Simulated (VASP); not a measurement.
# BP (P6_3/mmc) in VASP: a series of runs, part 2 of 2

VASP 6.6.1.

## (3) Single point, LDA

This run uses another cell than the first one, of 17.27 Å³/atom, 0.918 times its volume.

Contents of INCAR:

```
SYSTEM = BP
  ALGO = Normal
  EDIFF = 1E-6
  ENCUT = 520
  ISIF = 2
  ISMEAR = -1
  LASPH = .True.
  LCHARG = .False.
  LREAL = .False.
  LWAVE = .False.
  NBANDS = 16
  NELM = 80
  PREC = Accurate
  SIGMA = 0.02
```

Contents of KPOINTS:

```
k-points
0
Gamma
  12 12 2
  0 0 0
```

Contents of POSCAR:

```
BP
1.0
    3.1800504821      0.0000000000      0.0000000000
   -1.5900252410      2.7540045028      0.0000000000
    0.0000000000      0.0000000000      7.8871370763
B P
2 2
Direct
    0.3333333333      0.6666666667      0.2500000000
    0.6666666667      0.3333333333      0.7500000000
    0.6666666667      0.3333333333      0.2500000000
    0.3333333333      0.6666666667      0.7500000000
```

Potentials or basis: VASP PAW LDA potentials, release 64 (B, P).

On the command line:

```sh
cat potpaw_LDA.64/B/POTCAR potpaw_LDA.64/P/POTCAR > POTCAR
mpirun -np 1 vasp_std > vasp.out
```

OUTCAR:

```text
SYSTEM = BP
   EDIFF = 1E-6
   ENCUT = 520
   ISIF = 2
   ISMEAR = -1
   LASPH = .True.
   LREAL = .False.
   NELM = 80
   PREC = Accurate

 ion  position               nearest neighbor table
   1  0.333  0.667  0.250-   3 1.84   3 1.84   3 1.84
   2  0.667  0.333  0.750-   4 1.84   4 1.84   4 1.84
   3  0.667  0.333  0.250-   1 1.84   1 1.84   1 1.84
   4  0.333  0.667  0.750-   2 1.84   2 1.84   2 1.84

  LATTYP: Found a hexagonal cell.
 ALAT       =     3.1800504821
 C/A-ratio  =     2.4801924123

  Lattice vectors:

 A1 = (   3.1800504821,   0.0000000000,   0.0000000000)
 A2 = (  -1.5900252410,   2.7540045028,   0.0000000000)
 A3 = (   0.0000000000,   0.0000000000,   7.8871370763)

Analysis of symmetry for initial positions (statically):
=====================================================================
 Subroutine PRICEL returns:
 Original cell was already a primitive cell.

 Routine SETGRP: Setting up the symmetry group for a
 hexagonal supercell.

 Subroutine GETGRP returns: Found 24 space group operations
 (whereof 12 operations were pure point group operations)
 out of a pool of 24 trial point group operations.

The static configuration has the point symmetry D_3d.
 The point group associated with its full space group is D_6h.

Analysis of symmetry for dynamics (positions and initial velocities):
=====================================================================
 Subroutine PRICEL returns:
 Original cell was already a primitive cell.

 Routine SETGRP: Setting up the symmetry group for a
 hexagonal supercell.

 Subroutine GETGRP returns: Found 24 space group operations
 (whereof 12 operations were pure point group operations)
 out of a pool of 24 trial point group operations.

The dynamic configuration has the point symmetry D_3d.
 The point group associated with its full space group is D_6h.
[... 121 lines left out ...]
   IMIX   =      4    mixing-type and parameters
     AMIX     =   0.40;   BMIX     =  1.00
     AMIX_MAG =   1.60;   BMIX_MAG =  1.00
  volume/ion in A,a.u.               =      17.27       116.53
  Fermi-wavevector in a.u.,A,eV,Ry     =   1.005408  1.899945 13.753372  1.010844
  Thomas-Fermi vector in A             =   2.138085
   LORBIT       =      0    0 simple, 1 ext, 2 COOP (PROOUT), +10 PAW based schemes
   GGA     = CA    functional components
   LHFCALC =     F    Hartree Fock is set to
   AEXX    =    0.0000 exact exchange contribution
   IVDW    =     0    specifies the selected vdW correction
   LEPSILON=     F    determine dielectric tensor
   LRPA    =     F    only Hartree local field effects (RPA)
 non-spin polarized calculation
  energy-cutoff  :      520.00
  volume of cell :       69.07
 maximum number of plane-waves:      1878
 NGX is ok and might be reduce to    24
   NGX = 11   NGY = 11   NGZ = 29

 number of electron      16.0000002 magnetization

 Free energy of the ion-electron system (eV)
  ---------------------------------------------------
  ext. energy  EPLUGINS =         0.00000000
  ---------------------------------------------------
  free energy    TOTEN  =       -26.80315984 eV

  energy without entropy =      -26.80315983  energy(sigma->0) =      -26.80315984

 E-fermi :   3.4369     XC(G=0):  -9.1007

 val. band max:        3.1262484414   @ k =   0.3333   0.2500   0.0000
 cond. band min:       3.7210804474   @ k =   0.5000   0.0000   0.0000
 fundamental gap:      0.5948320061
 Fermi energy:         3.4368860856

 k-point     1 :       0.0000    0.0000    0.0000
  band No.  band energies     occupation
      1     -10.7923      2.00000
      2     -10.5555      2.00000
      3      -2.0744      2.00000
      4      -0.2430      2.00000
      5       1.4187      2.00000
      6       1.4187      2.00000
[... 433 lines left out ...]
      3      -3.3673      2.00000
      4      -3.3673      2.00000
      5      -0.2085      2.00000
      6      -0.2085      2.00000
[... 8 lines left out ...]
     15      12.9775      0.00000
     16      12.9775      0.00000

 [... further k-points ...]

------------------------ aborting loop because EDIFF is reached ----------------------------------------

  FORCE on cell =-STRESS in cart. coord.  units (eV):
  Direction    XX          YY          ZZ          XY          YZ          ZX
  --------------------------------------------------------------------------------------
  -------------------------------------------------------------------------------------
  Total       -0.0654107     -0.0654107     -0.0320726     -0.0000000      0.0000000      0.0000000
  in kB       -1.5171937     -1.5171937     -0.7439216     -0.0000000      0.0000000      0.0000000
  external PRESSURE =      -1.2594364 kB  Pullay stress =       0.0000000 kB

 VOLUME and BASIS-vectors are now :
 -----------------------------------------------------------------------------
  energy-cutoff  :      520.00
  volume of cell :       69.07
      direct lattice vectors                 reciprocal lattice vectors
     3.180050482  0.000000000  0.000000000     0.314460417  0.181553806  0.000000000
    -1.590025241  2.754004503  0.000000000     0.000000000  0.363107613  0.000000000
     0.000000000  0.000000000  7.887137076     0.000000000  0.000000000  0.126788718

 POSITION                                       TOTAL-FORCE (eV/Angst)
 -----------------------------------------------------------------------------------
     -0.00000      1.83600      1.97178        -0.000000     -0.000000     -0.000000
      1.59003      0.91800      5.91535        -0.000000      0.000000      0.000000
      1.59003      0.91800      1.97178        -0.000000     -0.000000      0.000000
     -0.00000      1.83600      5.91535         0.000000      0.000000      0.000000
 -----------------------------------------------------------------------------------
    total drift:                               -0.000000      0.000000      0.000000

  FREE ENERGIE OF THE ION-ELECTRON SYSTEM (eV)
  ---------------------------------------------------
  free  energy   TOTEN  =       -26.8031598405 eV

  energy  without entropy=      -26.8031598307  energy(sigma->0) =      -26.80315984
```

stdout:

```text
POSCAR found type information on POSCAR B P
 POSCAR found :  2 types and       4 ions
 scaLAPACK will be used
 LDA part: xc-table for (Slater(with rela. corr.)+CA(PZ))
 , standard interpolation
 POSCAR, INCAR and KPOINTS ok, starting setup
 FFT: planning ... GRIDC
 FFT: planning ... GRID_SOFT
 FFT: planning ... GRID
 WAVECAR not read
 entering main loop
```

Run time: 11 s. Hardware: 1 thread of Intel Xeon 6975P-C (Granite Rapids), shared host; peak memory 0.16 GiB.

Results:

| Property | Result |
| --- | --- |
| Free energy | -26.8032 eV |
| Pressure | -0.1 GPa |
| Band gap on the k mesh | 0.59 eV, indirect (least direct gap 0.76 eV) |

A k mesh can miss the band edges. LDA gaps usually lie below the measured ones, often by a third to a half.

## (4) Single point, PBEsol

This run uses another cell than the first one, of 18.95 Å³/atom, 1.007 times its volume.

Contents of INCAR:

```
  PREC = Accurate
  ENCUT = 520
  EDIFF = 1E-6
  ISMEAR = -1
  SIGMA = 0.02
  LREAL = False
  LASPH = True
  NELM = 60
  ALGO = Normal
  ISIF = 2
  LWAVE = False
  LCHARG = True
  GGA = PS
  LELF = True
  LVHAR = True
  NBANDS = 16
```

Contents of KPOINTS:

```
regular mesh
0
Gamma
  12 12 2
```

Contents of POSCAR:

```
BP
1.0
    3.2005882327      0.0000000000      0.0000000000
   -1.6002941164      2.7717907166      0.0000000000
    0.0000000000      0.0000000000      8.5444264539
B P
2 2
Direct
    0.3333333333      0.6666666667      0.2500000000
    0.6666666667      0.3333333333      0.7500000000
    0.6666666667      0.3333333333      0.2500000000
    0.3333333333      0.6666666667      0.7500000000
```

Potentials or basis: VASP PAW PBE potentials, release 64 (B, P).

On the command line:

```sh
cat potpaw_PBE.64/B/POTCAR potpaw_PBE.64/P/POTCAR > POTCAR
mpirun -np 1 vasp_std > vasp.out
```

Run time: 14 s. Hardware: 1 thread of Intel Xeon 6975P-C (Granite Rapids), shared host; peak memory 0.19 GiB.

It converged, with:

```
Free energy            : -25.4426 eV
Pressure               : 0.0 GPa
Band gap on the k mesh : 0.85 eV, direct
```

Stress tensor (GPa, compression positive):
```
 0.05  0.00  0.00
 0.00  0.05  0.00
 0.00  0.00 -0.04
```

Levels at points of the mesh, in eV from the valence-band top:
| k point | band 6 | band 7 | band 8 | band 9 | band 10 | band 11 |
| --- | --- | --- | --- | --- | --- | --- |
| (0.00, 0.00, 0.00) | -1.61 | -1.58 | -1.58 | 3.23 | 4.66 | 4.66 |
| (0.50, 0.00, 0.00) | -3.60 | -1.49 | -0.62 | 0.94 | 2.01 | 2.78 |
| (0.00, 0.00, 0.50) | -1.59 | -1.59 | -1.59 | 4.69 | 4.69 | 4.69 |
| (0.50, 0.00, 0.50) | -3.62 | -1.08 | -1.08 | 1.40 | 1.40 | 2.86 |

Caveat: the PAW data sets were made with another functional, which shifts forces and pressure a little; this functional lacks dispersion, which binds the layers, so the pressure and a relaxed spacing across them are unreliable. A k mesh can miss the band edges.

## (5) The runs side by side

```csv
level,potentials or basis,cell,k mesh,smearing,gap on the mesh (eV),pressure (GPa)
PBE,"VASP PAW PBE potentials, release 64 (B, P)","a = 3.204, b = 3.204, c = 8.467 Å, angles 90.0, 90.0, 120.0°, 4 atoms",6 × 6 × 2,gaussian 0.01 eV,0.87,1.0
LDA,"VASP PAW LDA potentials, release 64 (B, P)","a = 3.180, b = 3.180, c = 7.887 Å, angles 90.0, 90.0, 120.0°, 4 atoms",12 × 12 × 2,fermi-dirac 0.02 eV,0.59,-0.1
PBEsol,"VASP PAW PBE potentials, release 64 (B, P)","a = 3.201, b = 3.201, c = 8.544 Å, angles 90.0, 90.0, 120.0°, 4 atoms",12 × 12 × 2,fermi-dirac 0.02 eV,0.85,0.0
```

Alike in all rows: task single point; no spin polarisation; cutoff (eV) 520.

Caveats: this functional lacks dispersion, which binds the layers, so the pressure and a relaxed spacing across them are unreliable (some runs); the PAW data sets were made with another functional, which shifts forces and pressure a little (some runs).

Total energies depend on the potentials used, so only differences within one code and one set of settings carry meaning.
